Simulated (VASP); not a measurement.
**BiRu: relaxation of cell and atoms with PBE**

The system is BiRu.

```
CELL_PARAMETERS angstrom
3.26854 0.00000 0.00000
0.00000 3.26854 0.00000
0.00000 0.00000 4.28412
ATOMIC_POSITIONS crystal
Bi 0.50000 0.50000 0.50000
Ru 0.00000 0.00000 0.00000
```

```json
{
 "Program": "VASP 6.6.1",
 "Task": "relaxation of cell and atoms",
 "Functional": "PBE",
 "Potentials or basis": "VASP PAW PBE potentials, release 64 (Bi_d, Ru_pv)",
 "Cutoff": "600 eV",
 "k mesh": "6 × 6 × 4",
 "Occupations": "gaussian, width 0.1 eV",
 "Spin": "no spin polarisation",
 "Dipole correction": "no",
 "Further INCAR settings": "ALGO = Normal; EDIFF = 1e-06; IBRION = 2; EDIFFG = -0.04; NSW = 90; ISIF = 3"
}
```

```
Relaxed volume                        : 19.63 Å³/atom
Relaxed cell                          : a = 3.413 Å, b = 3.413 Å, c = 3.371 Å, α = 90.00°, β = 90.00°, γ = 90.00°
Space group after relaxing (to 0.1 Å) : Pm-3m (No. 221)
Energy gained by relaxing             : 324.3 meV/atom
Ionic steps                           : 9
Pressure after relaxing               : 0.0 GPa
Band gap on the k mesh                : zero (an odd number of electrons rules out a gap without spin polarisation)
```

Stress tensor (GPa, compression positive):
```
 0.09  0.00  0.00
 0.00  0.09  0.00
 0.00  0.00 -0.26
```

Step by step:
```csv
step,energy change (eV),largest force (eV/Å),pressure (GPa),volume (Å³)
1,0.0000,0.0000,-12.32,45.77
2,-0.3459,0.0000,18.57,34.95
3,-0.4780,0.0000,3.50,38.01
4,-0.6118,0.0000,3.39,38.00
5,-0.6200,0.0000,3.91,37.94
6,-0.6235,0.0000,5.33,37.72
7,-0.5940,0.0000,-6.67,41.73
8,-0.6485,0.0000,-0.11,39.29
9,-0.6485,0.0000,-0.02,39.26
```

Final structure:
```
Bi Ru
1.0
     3.41274    0.00000    0.00000
     0.00000    3.41274    0.00000
     0.00000    0.00000    3.37063
Bi Ru
1 1
Cartesian
  1.7064 1.7064 1.6853
  0.0000 0.0000 0.0000
```

Levels at points of the mesh, in eV from the Fermi level:
```tsv
k point	band 12	band 13	band 14	band 15	band 16	band 17
(0.00, 0.00, 0.00)	-0.79	-0.78	-0.78	1.04	1.04	1.34
(0.50, 0.00, 0.00)	-2.58	-2.47	-0.84	0.11	5.89	6.03
(0.50, 0.50, 0.00)	-2.81	-1.40	-1.40	-0.03	0.00	2.44
(0.00, 0.00, 0.50)	-2.59	-2.59	-0.85	0.20	5.92	5.92
(0.50, 0.00, 0.50)	-2.71	-1.48	-1.43	-0.07	-0.02	2.57
(0.50, 0.50, 0.50)	-5.28	0.04	0.04	2.74	2.77	3.38
```

Run time: 110 s on 1 thread of Intel(R) Xeon(R) 6975P-C (Granite Rapids), on a shared host, peak memory 0.2 GiB.

Caveat: the k points lie up to 0.47 Å⁻¹ apart in the final cell, too coarse for converged energies and pressures of a metal; a cell axis changed by over 15 % at a fixed basis, so the end point is rough; spin-orbit coupling is left out, which moves the levels of the heavy elements.
